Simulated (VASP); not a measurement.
## BeReO4: single point with r2SCAN

Crystal: BeReO4.

```
O Be Re
1.0
     4.61850    2.81463    0.00000
     4.61850   -2.81463    0.00000
     0.15825    0.00000   -4.55444
O Be Re
8 2 2
Direct
  0.12490 0.12490 0.21800
  0.87510 0.87510 0.78200
  0.37860 0.91800 0.70670
  0.08200 0.62140 0.29330
  0.62140 0.08200 0.29330
  0.91800 0.37860 0.70670
  0.41040 0.41040 0.75500
  0.58960 0.58960 0.24500
  0.25300 0.25300 0.49500
  0.74700 0.74700 0.50500
  0.77370 0.22630 0.00000
  0.22630 0.77370 0.00000
```

```json
{
  "Program": "VASP 6.6.1",
  "Task": "single point",
  "Functional": "r2SCAN",
  "Potentials or basis": "VASP PAW PBE potentials, release 64 (O, Be, Re)",
  "Cutoff": "520 eV",
  "k mesh": "5 × 5 × 5",
  "Occupations": "methfessel-paxton, width 0.0156 eV",
  "Spin": "no spin polarisation"
}
```

```json
{
 "Pressure": "-20.7 GPa",
 "Largest force": "2.691 eV/Å",
 "Band gap on the k mesh": "0.76 eV (least direct gap 1.04 eV)"
}
```

Forces in eV/Å, atoms in the order of the input:
```
O   -1.300  0.000  0.322
O    1.300  0.000 -0.322
O   -0.648  0.269 -0.771
O    0.648  0.269  0.771
O    0.648 -0.269  0.771
O   -0.648 -0.269 -0.771
O    0.672  0.000 -2.606
O   -0.672  0.000  2.606
Be   0.053  0.000 -0.531
Be  -0.053  0.000  0.531
Re   0.000 -1.822  0.000
Re   0.000  1.822  0.000
```

Stress tensor (GPa, compression positive):
```
-24.94   0.00  -1.99
  0.00 -12.68   0.00
 -1.99   0.00 -24.42
```

Levels at points of the mesh, in eV from the valence-band top:
| k point | band 29 | band 30 | band 31 | band 32 | band 33 | band 34 | band 35 | band 36 | band 37 | band 38 |
| --- | --- | --- | --- | --- | --- | --- | --- | --- | --- | --- |
| (0.00, 0.00, 0.00) | -1.00 | -0.70 | -0.65 | -0.58 | 0.00 | 1.19 | 1.96 | 2.27 | 2.53 | 3.06 |

Run time: 12 min on 1 thread of Intel(R) Xeon(R) Platinum 8259CL CPU @ 2.50GHz (Skylake/Cascade Lake), with other jobs on the host, peak memory 0.35 GiB.

Caveat: the cell stands under tension; the PAW data sets were made with another functional, which shifts forces and pressure a little; spin-orbit coupling is left out, which moves the levels of the heavy elements; an odd mesh through Γ misses points on the zone boundary, where band edges can lie.
